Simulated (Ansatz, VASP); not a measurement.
## Al2CrN3 in VASP and in Ansatz

```
CELL_PARAMETERS angstrom
3.10880 0.00000 0.00000
-1.55440 2.69230 0.00000
0.00000 0.00000 7.69527
ATOMIC_POSITIONS crystal
Al 0.00000 0.00000 0.99554
Al 0.33333 0.66667 0.66554
Cr 0.66667 0.33333 0.33491
N 0.33333 0.66667 0.91602
N 0.66667 0.33333 0.59022
N 0.00000 0.00000 0.24777
```

Alike in both runs: functional PBE; k mesh 6 × 6 × 2; occupations gaussian, width 0.1 eV; collinear spin.

Ansatz relaxed the structure, and its values are those at the end. VASP's run is a single point on that final structure, the one shown.

|  | VASP | Ansatz |
| --- | --- | --- |
| version | VASP 6.6.1 | Ansatz 0.2.0 |
| potentials or method | VASP PAW PBE potentials, release 64 (Al, Cr_sv, N), cutoff 600 eV | scalar-relativistic, plane waves, PAW |
| valence electrons in the cell | 35 | 35 |

VASP gave:

* gap on the k mesh at the Fermi level (eV): none
* pressure (GPa): -1.2
* rms of the force components (eV/Å): 0.007
* net moment per atom (μB): 0.32
* size of the moment on the site where the two differ most (μB): 1.77

Question: Estimate Ansatz's values.

Answer: gap on the k mesh at the Fermi level (eV): none; pressure (GPa): -0.3; rms of the force components (eV/Å): 0.007; net moment per atom (μB): 0.32; size of the moment on the site where the two differ most (μB): 1.58.

Site moments also hang on the region over which each program counts them. A gap of «none» marks a metal or a gap that the smearing closes. With one functional, cell and mesh, what is left measures potentials, basis and numerics.

The k mesh is coarse, so the values compare programs but aren't converged.
